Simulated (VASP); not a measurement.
# V (I4/mmm) in VASP: notebook, part 2 of 3

VASP 6.6.1. The steps go on from the part before.

## 3. Single point, PBEsol (strain +0.000 along x and y, -0.015 along z)

The input, INCAR:

```
PREC = Accurate ; ENCUT = 520
EDIFF = 1E-7 ; ISMEAR = 0
SIGMA = 0.15 ; LREAL = False
LASPH = True ; NELM = 100
ALGO = Fast ; ISIF = 2
LWAVE = False ; LCHARG = True
GGA = PS ; LELF = True
LVHAR = True ; NBANDS = 12
```

The input, KPOINTS:

```
Automatic mesh
0
Gamma
  22 22 22
```

The input, POSCAR:

```
V
1.0
   -1.5130000000      1.5130000000      1.4903050000
    1.5130000000     -1.5130000000      1.4903050000
    1.5130000000      1.5130000000     -1.4903050000
V
1
Direct
    0.0000000000      0.0000000000      0.0000000000
```

Potentials or basis: VASP PAW PBE potentials, release 64 (V_sv).

Run with:

```bash
$ cat potpaw_PBE.64/V_sv/POTCAR > POTCAR
$ mpirun -np 1 vasp_std > vasp.out
```

OUTCAR:

```text
PREC = Accurate
   ENCUT = 520
   EDIFF = 1E-7
   ISMEAR = 0
   LREAL = False
   LASPH = True
   NELM = 100
   ISIF = 2
   GGA = PS

 ion  position               nearest neighbor table
   1  0.000  0.000  0.000-

  LATTYP: Found a body centered tetragonal cell.
 ALAT       =     3.0260000000
 C/A-ratio  =     0.9850000000

  Lattice vectors:

 A1 = (  -1.5130000000,   1.5130000000,   1.4903050000)
 A2 = (   1.5130000000,  -1.5130000000,   1.4903050000)
 A3 = (   1.5130000000,   1.5130000000,  -1.4903050000)

Analysis of symmetry for initial positions (statically):
=====================================================================
 Subroutine PRICEL returns:
 Original cell was already a primitive cell.

 Routine SETGRP: Setting up the symmetry group for a
 body centered tetragonal supercell.

 Subroutine GETGRP returns: Found 16 space group operations
 (whereof 16 operations were pure point group operations)
 out of a pool of 16 trial point group operations.

The static configuration has the point symmetry D_4h.

Analysis of symmetry for dynamics (positions and initial velocities):
=====================================================================
 Subroutine PRICEL returns:
 Original cell was already a primitive cell.

 Routine SETGRP: Setting up the symmetry group for a
 body centered tetragonal supercell.

 Subroutine GETGRP returns: Found 16 space group operations
 (whereof 16 operations were pure point group operations)
 out of a pool of 16 trial point group operations.

The dynamic configuration has the point symmetry D_4h.

 Subroutine INISYM returns: Found 16 space group operations
 (whereof 16 operations are pure point group operations),
 and found     1 'primitive' translations

----------------------------------------------------------------------------------------

[... 109 lines left out ...]
     AMIX     =   0.40;   BMIX     =  1.00
     AMIX_MAG =   1.60;   BMIX_MAG =  1.00
  volume/ion in A,a.u.               =      13.65        92.09
  Fermi-wavevector in a.u.,A,eV,Ry     =   1.610837  3.044041 35.304343  2.594796
  Thomas-Fermi vector in A             =   2.706323
   LORBIT       =      0    0 simple, 1 ext, 2 COOP (PROOUT), +10 PAW based schemes
   GGA     = PS    functional components
   LHFCALC =     F    Hartree Fock is set to
   AEXX    =    0.0000 exact exchange contribution
   IVDW    =     0    specifies the selected vdW correction
   LEPSILON=     F    determine dielectric tensor
   LRPA    =     F    only Hartree local field effects (RPA)
 non-spin polarized calculation
 RMM-DIIS sequential band-by-band and
 Gauss-broadening in eV      SIGMA  =   0.15
  energy-cutoff  :      520.00
  volume of cell :       13.65
 maximum number of plane-waves:       380
   NGX =  9   NGY =  9   NGZ =  9

 number of electron      12.9999992 magnetization

 Free energy of the ion-electron system (eV)
  ---------------------------------------------------
  ext. energy  EPLUGINS =         0.00000000
  ---------------------------------------------------
  free energy    TOTEN  =        -9.62320890 eV

  energy without entropy =       -9.60229551  energy(sigma->0) =       -9.61275221

 E-fermi :   9.4072     XC(G=0): -12.9865

 val. band max:        9.4054391550   @ k =  -0.1818  -0.4091   0.0455
 cond. band min:       9.4109644647   @ k =   0.4545   0.1818   0.0000
 fundamental gap:      0.0055253097
 Fermi energy:         9.4072329042

 k-point     1 :       0.0000    0.0000    0.0000
  band No.  band energies     occupation
      1     -54.0898      2.00000
      2     -27.5116      2.00000
      3     -27.5116      2.00000
      4     -27.5116      2.00000
      5       2.8317      2.00000
      6       9.7328      0.00214
      7       9.8521      0.00003
      8       9.8521      0.00003
      9      11.7116      0.00000
     10      11.8486      0.00000
     11      29.6835      0.00000
     12      29.6923      0.00000
[... 331 lines left out ...]
 k-point    24 :      -0.4545    0.0455    0.0000
  band No.  band energies     occupation
      1     -53.9053      2.00000
      2     -28.3419      2.00000
      3     -27.7810      2.00000
      4     -27.5283      2.00000
      5       6.2924      2.00000
      6       8.3171      2.00000
      7      10.4308      0.00000
      8      11.7977      0.00000
      9      12.2006      0.00000
     10      13.3775      0.00000
     11      20.1570      0.00000
     12      25.2983      0.00000

 [... further k-points ...]
[... 5 lines left out ...]
  --------------------------------------------------------------------------------------
  -------------------------------------------------------------------------------------
  Total       -0.8214757     -0.8214757     -0.6689574      0.0000000      0.0000000      0.0000000
  in kB      -96.4477887    -96.4477887    -78.5409320      0.0000000      0.0000000      0.0000000
  external PRESSURE =     -90.4788364 kB  Pullay stress =       0.0000000 kB

 VOLUME and BASIS-vectors are now :
 -----------------------------------------------------------------------------
  energy-cutoff  :      520.00
  volume of cell :       13.65
      direct lattice vectors                 reciprocal lattice vectors
    -1.513000000  1.513000000  1.490305000     0.000000000  0.330469266  0.335501793
     1.513000000 -1.513000000  1.490305000     0.330469266  0.000000000  0.335501793
     1.513000000  1.513000000 -1.490305000     0.330469266  0.330469266  0.000000000

 POSITION                                       TOTAL-FORCE (eV/Angst)
 -----------------------------------------------------------------------------------
      0.00000      0.00000      0.00000        -0.000000      0.000000     -0.000000
 -----------------------------------------------------------------------------------
    total drift:                                0.000000     -0.000000      0.000000

  FREE ENERGIE OF THE ION-ELECTRON SYSTEM (eV)
  ---------------------------------------------------
  free  energy   TOTEN  =        -9.6232089036 eV

  energy  without entropy=       -9.6022955070  energy(sigma->0) =       -9.61275221
```

OSZICAR:

```text
N       E                     dE             d eps       ncg     rms          rms(c)
DAV:   1     0.904890415435E+02    0.90489E+02   -0.70263E+03 20092   0.118E+03
DAV:   2    -0.992995930261E+01   -0.10042E+03   -0.97486E+02 20348   0.331E+02
DAV:   3    -0.112198771826E+02   -0.12899E+01   -0.12860E+01 22424   0.438E+01
DAV:   4    -0.112263505787E+02   -0.64734E-02   -0.64733E-02 21504   0.330E+00
DAV:   5    -0.112264279842E+02   -0.77406E-04   -0.77406E-04 22000   0.341E-01    0.190E+01
RMM:   6    -0.964686700902E+01    0.15796E+01   -0.36375E+00 20630   0.224E+01    0.146E+00
RMM:   7    -0.963256687491E+01    0.14300E-01   -0.84868E-02 21486   0.322E+00    0.886E-01
RMM:   8    -0.962310287855E+01    0.94640E-02   -0.84750E-03 22411   0.133E+00    0.870E-02
RMM:   9    -0.962320616613E+01   -0.10329E-03   -0.95735E-04 22754   0.401E-01    0.325E-02
RMM:  10    -0.962321374911E+01   -0.75830E-05   -0.14471E-04 22293   0.184E-01    0.331E-02
RMM:  11    -0.962320823103E+01    0.55181E-05   -0.45022E-05 22249   0.941E-02    0.636E-03
RMM:  12    -0.962320866509E+01   -0.43406E-06   -0.65804E-06 22822   0.433E-02    0.156E-03
RMM:  13    -0.962320880742E+01   -0.14233E-06   -0.12913E-06 20036   0.179E-02    0.221E-03
RMM:  14    -0.962320894528E+01   -0.13786E-06   -0.37810E-07 16742   0.104E-02    0.153E-04
RMM:  15    -0.962320890359E+01    0.41694E-07   -0.90772E-08 11740   0.462E-03
   1 F= -.96232089E+01 E0= -.96127522E+01  d E =-.209134E-01
```

Run time: 1.8 min. Hardware: 1 thread of AMD EPYC 7R43 (Zen 3), shared host; peak memory 0.2 GiB.

What came out:

| Item | Value |
| --- | --- |
| Free energy | -9.6232 eV |
| Pressure | -9.0 GPa |

Caveat: the cell differs from its parent crystal (strain +0.000 along x and y, -0.015 along z); the PAW data sets were made with another functional, which shifts forces and pressure a little.

## 4. Single point, PBEsol (strain -0.015 along x and y, +0.015 along z)

The input, INCAR:

```
ALGO = Fast
EDIFF = 1E-6
ENCUT = 520
GGA = PS
ISIF = 2
ISMEAR = 0
LASPH = T
LCHARG = F
LREAL = F
LWAVE = F
NBANDS = 12
NELM = 100
PREC = Accurate
SIGMA = 0.15
```

The input, KPOINTS:

```
k-points
0
Gamma
  22 22 22
```

The input, POSCAR:

```
V
1.0
   -1.4903050000      1.4903050000      1.5356950000
    1.4903050000     -1.4903050000      1.5356950000
    1.4903050000      1.4903050000     -1.5356950000
V
1
Direct
    0.0000000000      0.0000000000      0.0000000000
```

Run with:

```bash
$ cat potpaw_PBE.64/V_sv/POTCAR > POTCAR
$ mpirun -np 1 vasp_std > vasp.out
```

It took 89 s on 1 thread of AMD EPYC 7R43 (Zen 3), shared host; peak memory 0.2 GiB.

It converged, with:

| Item | Value |
| --- | --- |
| Free energy | -9.6211 eV |
| Pressure | -8.9 GPa |

Stress tensor (GPa, compression positive):
```
 -7.75   0.00   0.00
  0.00  -7.75   0.00
  0.00   0.00 -11.35
```

Levels at points of the mesh, in eV from the Fermi level:
```
           k point  band 3  band 4  band 5  band 6  band 7  band 8  band 9  band 10  band 11  band 12
(0.00, 0.00, 0.00)  -36.92  -36.92   -6.58    0.33    0.33    0.56    2.24     2.50    19.99    20.59
(0.50, 0.00, 0.00)  -37.19  -36.92   -3.14   -1.02    1.52    2.24    2.73     4.05     9.92    15.91
(0.50, 0.50, 0.00)  -37.21  -36.94   -3.16   -1.30    1.76    2.55    2.81     4.09    10.18    15.54
(0.50, 0.50, 0.50)  -37.50  -37.50   -3.00   -2.91    3.64    3.70    3.70     9.40    10.38    10.38
```

Caveat: the cell differs from its parent crystal (strain -0.015 along x and y, +0.015 along z); the PAW data sets were made with another functional, which shifts forces and pressure a little.

(Continued in part 3 of 3.)
